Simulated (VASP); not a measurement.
Runs of VASP 6.6.1 on Mo. The structure is that of space group Im-3m (No. 229), or close to it. The cells are those of the table. 

```csv
cell,further INCAR settings,gap on the mesh (eV),pressure (GPa)
"a = 2.676 Å, angles 108.1, 108.1, 112.2°, 1 atom",ALGO = Fast; EDIFF = 1e-07; NBANDS = 13,none,13.0
"a = 2.699 Å, angles 108.8, 108.8, 110.8°, 1 atom",ALGO = Fast; EDIFF = 1e-06; NBANDS = 13,none,4.5
"a = 2.767 Å, angles 110.8, 110.8, 106.8°, 1 atom",ALGO = Fast; EDIFF = 1e-07; NBANDS = 13,none,-14.2
"a = 2.744 Å, angles 110.1, 110.1, 108.1°, 1 atom",ALGO = Fast; EDIFF = 1e-07; NBANDS = 13,none,(a)
```

Alike in all rows: task single point; level PBEsol; potentials or basis VASP PAW PBE potentials, release 64 (Mo_sv); no spin polarisation; k mesh 22 × 22 × 22; cutoff (eV) 520; smearing gaussian 0.15 eV.

Q: Estimate the missing entries.

A: (a) -8.9.

Caveats: the PAW data sets were made with another functional, which shifts forces and pressure a little.

A k mesh can miss the band edges, and the runs leave out spin-orbit coupling on Mo.

A gap of «none» marks levels without a gap at the run's occupations.
